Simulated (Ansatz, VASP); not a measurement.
# ZnS: VASP beside Ansatz

Contents of INCAR:

```
SYSTEM = ZnS
PREC = Accurate
ENCUT = 520
EDIFF = 1E-6
ISMEAR = -1
SIGMA = 0.03
LREAL = .False.
LASPH = .True.
NELM = 60
ALGO = Normal
ISIF = 2
LWAVE = .False.
LCHARG = .False.
GGA = PS
NBANDS = 26
```

File KPOINTS:

```
regular mesh
0
Gamma
  8 8 5
  0 0 0
```

The input POSCAR:

```
ZnS
1.0
    3.7594924842      0.0000000000      0.0000000000
   -1.8797462421      3.2558159966      0.0000000000
    0.0000000000      0.0000000000      6.1497464286
Zn S
2 2
Direct
    0.3333333333      0.6666666667      0.0000000000
    0.6666666667      0.3333333333      0.5000000000
    0.3333333333      0.6666666667      0.3850000000
    0.6666666667      0.3333333333      0.8850000000
```

Input for Ansatz:

```yaml
crystal:
  lattice:
    - [3.7594924842, 0.0, 0.0]
    - [-1.8797462421, 3.2558159966, 0.0]
    - [0.0, 0.0, 6.1497464286]
  atoms:
    - { symbol: Zn, position: [0.3333333333, 0.6666666667, 0.0] }
    - { symbol: Zn, position: [0.6666666667, 0.3333333333, 0.5] }
    - { symbol: S, position: [0.3333333333, 0.6666666667, 0.385] }
    - { symbol: S, position: [0.6666666667, 0.3333333333, 0.885] }
kpoints:
  mp_grid: { grid: [8, 8, 5] }
  band_path:
    path:
      - [0.0, 0.0, 0.0]
      - [0.5, 0.0, 0.0]
      - [0.3333333333, 0.3333333333, 0.0]
      - [0.0, 0.0, 0.0]
      - [0.0, 0.0, 0.5]
      - [0.5, 0.0, 0.5]
      - [0.3333333333, 0.3333333333, 0.5]
      - [0.0, 0.0, 0.5]
      - [0.5, 0.0, 0.5]
    npoints: 5
scf:
  occupations: { method: fermi_dirac, width: 0.03 }
hamiltonian:
  xc: pbesol
  pseudopotentials: { kind: all_electron, lapw: { basis_error: 0.001 } }
output:
  forces: true
  stress: true
  eigenvalues: true
```

Change from the starting cell: volume scaled by 0.96.

Alike in both runs: task single point; functional PBEsol; k mesh 8 × 8 × 5; occupations fermi-dirac, width 0.03 eV; no spin polarisation.

|  | VASP | Ansatz |
| --- | --- | --- |
| version | VASP 6.6.1 | Ansatz 0.2.0 |
| potentials or method | VASP PAW PBE potentials, release 64 (Zn, S), cutoff 520 eV | all-electron LAPW, scalar-relativistic |

```tsv
	VASP	Ansatz	Ansatz less VASP
gap on the k mesh at the Fermi level (eV)	2.31	2.30	-0.005
pressure (GPa)	2.2	2.0	-0.24
traceless stress, the component that is largest in VASP (GPa)	-1.66	-1.64	+0.017
rms of the force components (eV/Å)	0.208	0.206	-0.0015
```

VASP's potentials were made for PBE, not for PBEsol. Atom by atom the forces differ by 0.001 eV/Å (rms over components). Ansatz ran all-electron here, and VASP with PAW potentials.
